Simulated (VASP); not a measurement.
# WS2 in VASP: single point with HSE06

Aim: the single point of WS2 with HSE06.

All numbers are computed with VASP 6.6.1; they aren't measurements. Logs are shortened: lines on timing, memory, paths and dates and some standing lists are left out, and cuts for length are marked.

### Step 1. The cell of the first run

The cell holds a sheet with vacuum, 3 atoms: a = 3.124 Å, b = 3.124 Å, c = 19.145 Å, α = 90.00°, β = 90.00°, γ = 120.00°.

### Step 2. Single point, HSE06

Contents of POSCAR:

```
WS2
1.0
    3.1238469200      0.0000000000      0.0000000000
   -1.5619234600      2.7053307902      0.0000000000
    0.0000000000      0.0000000000     19.1450426228
S W
2 1
Direct
    0.6666666667      0.3333333333      0.4178627417
    0.6666666667      0.3333333333      0.5821372583
    0.3333333333      0.6666666667      0.5000000000
```

Contents of INCAR.step1:

```
ALGO     = Normal         # electronic algorithm
DIPOL    = 0.5 0.5 0.500
EDIFF    = 1E-5           # SCF threshold, eV
ENCUT    = 400            # plane-wave cutoff, eV
GGA      = PE             # functional
GGA_COMPAT= False        
IDIPOL   = 3            
ISIF     = 2              # what is computed and relaxed
ISMEAR   = 0              # smearing method
LASPH    = True           # aspherical terms in the spheres
LCHARG   = False          # write CHGCAR
LDIPOL   = True         
LREAL    = False          # projectors in reciprocal space
LWAVE    = True           # write WAVECAR
NBANDS   = 20             # bands
NELM     = 120            # most SCF steps
NELMDL   = -8           
PREC     = Accurate       # precision mode
SIGMA    = 0.03           # smearing width, eV
```

Contents of INCAR.step2:

```
ALGO     = Normal         # electronic algorithm
DIPOL    = 0.5 0.5 0.500
EDIFF    = 1E-6           # SCF threshold, eV
ENCUT    = 400            # plane-wave cutoff, eV
GGA      = PE             # functional
GGA_COMPAT= False        
HFSCREEN = 0.2079         # screening, 1/A
IDIPOL   = 3            
ISIF     = 2              # what is computed and relaxed
ISMEAR   = 0              # smearing method
ISTART   = 1            
LASPH    = True           # aspherical terms in the spheres
LCHARG   = False          # write CHGCAR
LDIPOL   = True         
LHFCALC  = True           # exact exchange
LREAL    = False          # projectors in reciprocal space
LWAVE    = False          # write WAVECAR
NBANDS   = 20             # bands
NELM     = 120            # most SCF steps
PREC     = Accurate       # precision mode
PRECFOCK = Normal       
SIGMA    = 0.03           # smearing width, eV
```

Contents of KPOINTS:

```
k-points
0
Gamma
  6 6 1
```

Potentials or basis: VASP PAW PBE potentials, release 64 (S, W_sv).

Command:

```bash
> cat potpaw_PBE.64/S/POTCAR potpaw_PBE.64/W_sv/POTCAR > POTCAR
> cp INCAR.step1 INCAR
> mpirun -np 1 vasp_std > vasp.out
> cp INCAR.step2 INCAR
> mpirun -np 1 vasp_std > vasp.out
```

OUTCAR:

```text
EDIFF = 1E-6
   ENCUT = 400
   GGA = PE
   HFSCREEN = 0.2079
   ISIF = 2
   ISMEAR = 0
   ISTART = 1
   LASPH = True
   LHFCALC = True
   LREAL = False
   NELM = 120
   PREC = Accurate
   PRECFOCK = Normal

 ion  position               nearest neighbor table
   1  0.667  0.333  0.418-   3 2.39   3 2.39   3 2.39
   2  0.667  0.333  0.582-   3 2.39   3 2.39   3 2.39
   3  0.333  0.667  0.500-   1 2.39   2 2.39   1 2.39   2 2.39   1 2.39   2 2.39

  LATTYP: Found a hexagonal cell.
 ALAT       =     3.1238469200
 C/A-ratio  =     6.1286750321

  Lattice vectors:

 A1 = (   3.1238469200,   0.0000000000,   0.0000000000)
 A2 = (  -1.5619234600,   2.7053307902,   0.0000000000)
 A3 = (   0.0000000000,   0.0000000000,  19.1450426228)

Analysis of symmetry for initial positions (statically):
=====================================================================
 Subroutine PRICEL returns:
 Original cell was already a primitive cell.

 Routine SETGRP: Setting up the symmetry group for a
 hexagonal supercell.

 Subroutine GETGRP returns: Found 12 space group operations
 (whereof 12 operations were pure point group operations)
 out of a pool of 24 trial point group operations.

The static configuration has the point symmetry D_3h.

Analysis of symmetry for dynamics (positions and initial velocities):
=====================================================================
 Subroutine PRICEL returns:
 Original cell was already a primitive cell.

 Routine SETGRP: Setting up the symmetry group for a
 hexagonal supercell.

 Subroutine GETGRP returns: Found 12 space group operations
 (whereof 12 operations were pure point group operations)
 out of a pool of 24 trial point group operations.

The dynamic configuration has the point symmetry D_3h.

 Subroutine INISYM returns: Found 12 space group operations
 (whereof 12 operations are pure point group operations),
 and found     1 'primitive' translations

----------------------------------------------------------------------------------------

                                     Primitive cell

  volume of cell :     161.7955

  direct lattice vectors                    reciprocal lattice vectors
     3.123846920  0.000000000  0.000000000     0.320118119  0.184820282  0.000000000
    -1.561923460  2.705330790  0.000000000     0.000000000  0.369640564  0.000000000
[... 78 lines left out ...]
   TEBEG  =    0.0;   TEEND  =   0.0 temperature during run
   PSTRESS=    0.0 pullay stress
   NELECT =      26.0000    total number of electrons
   NUPDOWN=      -1.0000    fix difference up-down
   EMIN   =  10.00;   EMAX   =-10.00  energy-range for DOS
   EFERMI =   0.00;   METHOD = LEGACY
   ISMEAR =     0;   SIGMA  =   0.03  broadening in eV -4-tet -1-fermi 0-gaus
   EFERMI_NEDOS =   21; number of points for ismear=-14 and -15
   IALGO  =     38    algorithm
   IMIX   =      1    mixing-type and parameters
     AMIX     =   0.40;   BMIX     =  1.00
     AMIX_MAG =   1.60;   BMIX_MAG =  1.00
  volume/ion in A,a.u.               =      53.93       363.95
  Fermi-wavevector in a.u.,A,eV,Ry     =   0.890042  1.681935 10.778190  0.792175
  Thomas-Fermi vector in A             =   2.011681
   LORBIT       =      0    0 simple, 1 ext, 2 COOP (PROOUT), +10 PAW based schemes
   GGA     = PE    functional components
   LHFCALC =     T    Hartree Fock is set to
   PRECFOCK=normal    Normal, Fast or Accurate (Low or Medium for compatibility)
   ENCUT4O =  -1.0   cutoff for four orbital integrals eV
   NKREDX  =     1    reduce k-point grid by
   NKREDY  =     1    reduce k-point grid by
   NKREDZ  =     1    reduce k-point grid by
   AEXX    =    0.2500 exact exchange contribution
   HFSCREEN=    0.2079 screening length (either q_TF or 0.3 A-1)
   HFSCREENC=   0.2079 screening length for correlation (either q_TF or 0.3 A-1)
   ENCUTFOCK=  -1.0 apply spherical cutoff to Coloumb kernel
   IVDW    =     0    specifies the selected vdW correction
   LEPSILON=     F    determine dielectric tensor
   LRPA    =     F    only Hartree local field effects (RPA)
 non-spin polarized calculation
 Gauss-broadening in eV      SIGMA  =   0.03
  energy-cutoff  :      400.00
  volume of cell :      161.80
 maximum number of plane-waves:      2955
  NGX = 16; NGY = 16; NGZ = 98

 number of electron      25.9999999 magnetization

 dipolmoment           0.000000      0.000000      0.000000 electrons x Angstroem

 Free energy of the ion-electron system (eV)
  ---------------------------------------------------
  ext. energy  EPLUGINS =         0.00000000
  ---------------------------------------------------
  free energy    TOTEN  =       -28.10841873 eV

  energy without entropy =      -28.10841873  energy(sigma->0) =      -28.10841873

 E-fermi :  -1.7430     XC(G=0):  -3.3713

 val. band max:       -1.9272714175   @ k =   0.3333   0.3333   0.0000
 cond. band min:       0.6397173324   @ k =   0.3333   0.3333   0.0000
 fundamental gap:      2.5669887499
 Fermi energy:        -1.7430391162

 k-point     1 :       0.0000    0.0000    0.0000
  band No.  band energies     occupation
      1     -79.8737      2.00000
      2     -42.7100      2.00000
      3     -42.4460      2.00000
      4     -42.4460      2.00000
      5     -18.5860      2.00000
      6     -16.7536      2.00000
[... 150 lines left out ...]
     19       6.2047      0.00000
     20       8.3182      0.00000

------------------------ aborting loop because EDIFF is reached ----------------------------------------

 vacuum level on the upper side and lower side of the slab       (xc-potential included)        -0.000        -0.000

  FORCE on cell =-STRESS in cart. coord.  units (eV):
  Direction    XX          YY          ZZ          XY          YZ          ZX
  --------------------------------------------------------------------------------------
  -------------------------------------------------------------------------------------
  Total        0.9600338      0.9600338     -0.4127609      0.0000000      0.0000000      0.0000000
  in kB        9.5067187      9.5067187     -4.0873584      0.0000000      0.0000000      0.0000000
  external PRESSURE =       4.9753597 kB  Pullay stress =       0.0000000 kB

 VOLUME and BASIS-vectors are now :
 -----------------------------------------------------------------------------
  energy-cutoff  :      400.00
  volume of cell :      161.80
      direct lattice vectors                 reciprocal lattice vectors
     3.123846920  0.000000000  0.000000000     0.320118119  0.184820282  0.000000000
    -1.561923460  2.705330790  0.000000000     0.000000000  0.369640564  0.000000000
     0.000000000  0.000000000 19.145042623     0.000000000  0.000000000  0.052232843

 POSITION                                       TOTAL-FORCE (eV/Angst)
 -----------------------------------------------------------------------------------
      1.56192      0.90178      8.00000        -0.000000      0.000000      0.119715
      1.56192      0.90178     11.14504        -0.000000      0.000000     -0.119715
     -0.00000      1.80355      9.57252         0.000000     -0.000000      0.000000
 -----------------------------------------------------------------------------------
    total drift:                               -0.000006      0.000003      0.000000

  FREE ENERGIE OF THE ION-ELECTRON SYSTEM (eV)
  ---------------------------------------------------
  free  energy   TOTEN  =       -28.1084187264 eV

  energy  without entropy=      -28.1084187264  energy(sigma->0) =      -28.10841873

 vacuum level on the upper side and lower side of the slab         4.100         4.100
```

Run time: 24 min. Hardware: 1 thread of Oxide Virtual Turin-like, shared host; peak memory 0.3 GiB.

What came out:

```
Free energy            : -28.1084 eV
Largest force          : 0.120 eV/Å
Band gap on the k mesh : 2.57 eV
```

Forces in eV/Å, atoms in the order of the input:
```
S    0.000  0.000  0.120
S    0.000  0.000 -0.120
W    0.000  0.000  0.000
```

Caveat: the PAW data sets were made with another functional, which shifts forces and pressure a little; spin-orbit coupling is left out, which moves the levels of the heavy elements.
